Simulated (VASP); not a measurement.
PtSe:

```
Pt Se
1.0
     0.00000    2.79841    2.79841
     2.79841    0.00000    2.79841
     2.79841    2.79841    0.00000
Pt Se
1 1
Direct
  0.50000 0.50000 0.50000
  0.00000 0.00000 0.00000
```

```yaml
Program: VASP 6.6.1
Task: relaxation of cell and atoms
Functional: PBE
Dispersion: D3(BJ)
Potentials_or_basis: VASP PAW PBE potentials, release 64 (Pt, Se)
Cutoff: 600 eV
k_mesh: 8 × 8 × 8
Occupations: fermi-dirac, width 0.05 eV
Spin: no spin polarisation
```

At the start: pressure -18.0 GPa; volume 21.91 Å³/atom.

Task: Where does the relaxation end?

Result: Over 7 steps the energy falls by 284.5 meV/atom and the volume is 17.82 Å³/atom (-18.7 %); space group Fm-3m (No. 225, to 0.1 Å) before and after.

The path:
| step | energy change (eV) | largest force (eV/Å) | pressure (GPa) | volume (Å³) |
| --- | --- | --- | --- | --- |
| 1 | 0.0000 | 0.0000 | -17.99 | 43.83 |
| 2 | 0.0157 | 0.0000 | 39.46 | 30.00 |
| 3 | -0.5683 | 0.0000 | -0.96 | 35.88 |
| 4 | -0.5690 | 0.0000 | -0.25 | 35.70 |
| 5 | -0.5689 | 0.0000 | 0.37 | 35.55 |
| 6 | -0.5689 | 0.0000 | -0.41 | 35.75 |
| 7 | -0.5690 | 0.0000 | 0.02 | 35.64 |

Final structure:
```
CELL_PARAMETERS angstrom
0.00000 2.61195 2.61195
2.61195 0.00000 2.61195
2.61195 2.61195 0.00000
ATOMIC_POSITIONS crystal
Pt 0.50000 0.50000 0.50000
Se 0.00000 0.00000 0.00000
```

Caveat: the volume moved by over 15 % at a fixed basis, so the end points are rough.
